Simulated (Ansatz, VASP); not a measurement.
**Cu: VASP beside Ansatz**

File POSCAR:

```
Cu
1.0
    0.0000000000      1.8075000000      1.8075000000
    1.8075000000      0.0000000000      1.8075000000
    1.8075000000      1.8075000000      0.0000000000
Cu
1
Direct
    0.0000000000      0.0000000000      0.0000000000
```

INCAR.step1

```
PREC = Accurate
ENCUT = 600
EDIFF = 1E-5
ISMEAR = -1
SIGMA = 0.05
LREAL = False
LASPH = True
NELM = 120
ALGO = Normal
LWAVE = True
LCHARG = False
GGA = PE
NBANDS = 12
GGA_COMPAT = False
IBRION = 2
ISIF = 3
EDIFFG = -0.005
NELMIN = 4
NSW = 100
```

File INCAR.step2:

```
PREC = Accurate
ENCUT = 600
EDIFF = 1E-7
ISMEAR = -1
SIGMA = 0.05
LREAL = False
LASPH = True
NELM = 120
ALGO = Normal
ISIF = 3
LWAVE = False
LCHARG = False
GGA = PE
LHFCALC = True
AEXX = 0.25
HFSCREEN = 0.3
PRECFOCK = Normal
IBRION = 2
NSW = 60
EDIFFG = -0.01
ISTART = 1
GGA_COMPAT = False
NELMIN = 4
```

File KPOINTS:

```
Automatic mesh
0
Gamma
  7 7 7
```

Contents of input.yaml:

```yaml
crystal:
  lattice:
    - [0.0, 1.8075, 1.8075]
    - [1.8075, 0.0, 1.8075]
    - [1.8075, 1.8075, 0.0]
  atoms:
    - { symbol: Cu, position: [0.0, 0.0, 0.0] }
hamiltonian:
  xc: { exchange: pbe, correlation: pbe, exx: { coeff: 0.25, omega: 0.3 } }
  pseudopotentials: { kind: paw }
kpoints:
  mp_grid: { grid: [7, 7, 7] }
scf:
  occupations: { method: fermi_dirac, width: 0.05 }
output:
  forces: true
  stress: true
relax:
  f_tol: 0.01
  max_steps: 40
  cell: { stress_tol: 0.05 }
```

Alike in both runs: task relaxation of cell and atoms; functional PBE-based screened hybrid with a share of 0.25 of exact exchange and HFSCREEN = 0.3; k mesh 7 × 7 × 7; occupations fermi-dirac, width 0.05 eV; no spin polarisation.

|  | VASP | Ansatz |
| --- | --- | --- |
| version | VASP 6.6.1 | Ansatz 0.2.0 |
| potentials or method | VASP PAW PBE potentials, release 64 (Cu) | Ansatz PAW |
| plane-wave cutoff (eV) | 600 | 420 |
| valence electrons in the cell | 11 | 19 |

```csv
,VASP,Ansatz,Ansatz less VASP
"gap on the k mesh at the Fermi level, each at its own relaxed structure (eV)",none,none,-
relaxed volume (Å³/atom),12.03,11.97,-0.059
relaxed length of the cell vector where the two differ most in proportion (Å),2.572,2.568,-0.0042
```

VASP's potentials were made for PBE, not for PBE-based screened hybrid. A gap of «none» marks a metal or a gap that the smearing closes. VASP's potentials hold 11 valence electrons a cell and Ansatz's 19, so a difference there can come from the potentials and not from the codes.

The k mesh is coarse, so the values compare programs but aren't converged. Noted on Ansatz's run: the plane-wave basis is chosen anew once the cell has moved, so the energies of steps on either side of that aren't comparable.
